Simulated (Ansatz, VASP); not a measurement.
**One calculation of SnSe, two programs**

```xyz
2
Lattice="0.0000 3.0100 2.9799 3.0100 0.0000 2.9799 3.0100 3.0100 0.0000" Properties=species:S:1:pos:R:3 pbc="T T T"
Sn    0.0000    0.0000    0.0000
Se    3.0100    3.0100    2.9799
```

Change from the starting cell: zz strain of -1 %, crystal datasets.

Alike in both runs: task electric field gradients; functional LDA; k mesh 9 × 9 × 9; occupations fermi-dirac, width 0.02 eV; no spin polarisation.

|  | VASP | Ansatz |
| --- | --- | --- |
| version | VASP 6.6.1 | Ansatz 0.2.0 |
| potentials or method | VASP PAW LDA potentials, release 64 (Sn_d, Se), cutoff 520 eV | all-electron PAW with datasets made for the crystal, scalar-relativistic |

```csv
,VASP,Ansatz,Ansatz less VASP
pressure (GPa),-2.7,-2.8,-0.07
"traceless stress, the component that is largest in VASP (GPa)",0.80,0.79,-0.008
size of Vzz on the site where it differs most (V/Å²),14.6,15.0,+0.42
```

LDA's correlation is that of Perdew and Zunger in VASP and of Perdew and Wang (1992) in Ansatz. Ansatz ran all-electron here, and VASP with PAW potentials.
